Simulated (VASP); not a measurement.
## Cs: single point with PBE

Crystal: Cs.

```xyz
1
Lattice="-3.0772 3.0772 3.0772 3.0772 -3.0772 3.0772 3.0772 3.0772 -3.0772" Properties=species:S:1:pos:R:3 pbc="T T T"
Cs    0.0000    0.0000    0.0000
```

* Program: VASP 6.6.1
* Task: single point
* Functional: PBE
* Potentials or basis: VASP PAW PBE potentials, release 64 (Cs_sv)
* Cutoff: 520 eV
* k mesh: 10 × 10 × 10
* Occupations: fermi-dirac, width 0.05 eV
* Spin: no spin polarisation
* Dipole correction: no
* Further INCAR settings: ALGO = Normal; EDIFF = 1e-07; NBANDS = 10

```yaml
Pressure: 0.0 GPa
Band_gap_on_the_k_mesh: zero (an odd number of electrons rules out a gap without spin polarisation)
```

Levels at points of the mesh, in eV from the Fermi level:
| k point | band 2 | band 3 | band 4 | band 5 | band 6 | band 7 |
| --- | --- | --- | --- | --- | --- | --- |
| (0.00, 0.00, 0.00) | -10.61 | -10.61 | -10.61 | -1.67 | 2.48 | 2.48 |
| (0.50, 0.00, 0.00) | -10.75 | -10.66 | -10.61 | 0.04 | 0.85 | 1.64 |
| (0.50, 0.50, 0.50) | -10.71 | -10.71 | -10.71 | 0.66 | 0.66 | 2.97 |

It took 24 s on 1 thread of Intel(R) Xeon(R) 6975P-C (Granite Rapids), with other jobs on the host, peak memory 0.26 GiB.

Caveat: spin-orbit coupling is left out, which moves the levels of the heavy elements.
